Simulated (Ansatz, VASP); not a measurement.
One calculation of ZrZn, two programs

INCAR

```
SYSTEM = ZrZn
PREC = Accurate
ENCUT = 520
EDIFF = 1E-6
ISMEAR = -1
SIGMA = 0.15
LREAL = .False.
LASPH = .True.
NELM = 100
ALGO = Fast
ISIF = 2
LWAVE = .False.
LCHARG = .False.
GGA = CA
NBANDS = 19
```

The input KPOINTS:

```
Automatic mesh
0
Gamma
  12 12 12
  0 0 0
```

POSCAR

```
ZrZn
1.0
    3.2824233701      0.0000000000      0.0000000000
    0.0000000000      3.2824233701      0.0000000000
    0.0000000000      0.0000000000      3.2824233701
Zr Zn
1 1
Direct
    0.5000000000      0.5000000000      0.5000000000
    0.0000000000      0.0000000000      0.0000000000
```

Input for Ansatz:

```yaml
crystal:
  lattice:
    - [3.2824233701, 0.0, 0.0]
    - [0.0, 3.2824233701, 0.0]
    - [0.0, 0.0, 3.2824233701]
  atoms:
    - { symbol: Zr, position: [0.5, 0.5, 0.5] }
    - { symbol: Zn, position: [0.0, 0.0, 0.0] }
basis:
  ecutwfc: 420
kpoints:
  mp_grid: { grid: [12, 12, 12] }
hamiltonian:
  xc: lda
scf:
  occupations: { method: fermi_dirac, width: 0.15 }
output:
  forces: true
  stress: true
  eigenvalues: true
```

Alike in both runs: task single point; functional LDA; k mesh 12 × 12 × 12; occupations fermi-dirac, width 0.15 eV; no spin polarisation.

|  | VASP | Ansatz |
| --- | --- | --- |
| version | VASP 6.6.1 | Ansatz 0.2.0 |
| potentials or method | VASP PAW LDA potentials, release 64 (Zr_sv, Zn), cutoff 520 eV | scalar-relativistic, plane waves, PAW |
| valence electrons in the cell | 24 | 24 |

Ansatz gave:

```
gap on the k mesh at the Fermi level (eV) : none
pressure (GPa)                            : -2.4
```

What did VASP give for the same quantities?

gap on the k mesh at the Fermi level (eV): none; pressure (GPa): -2.0.

LDA's correlation is that of Perdew and Zunger in VASP and of Perdew and Wang (1992) in Ansatz. A gap of «none» marks a metal or a gap that the smearing closes.
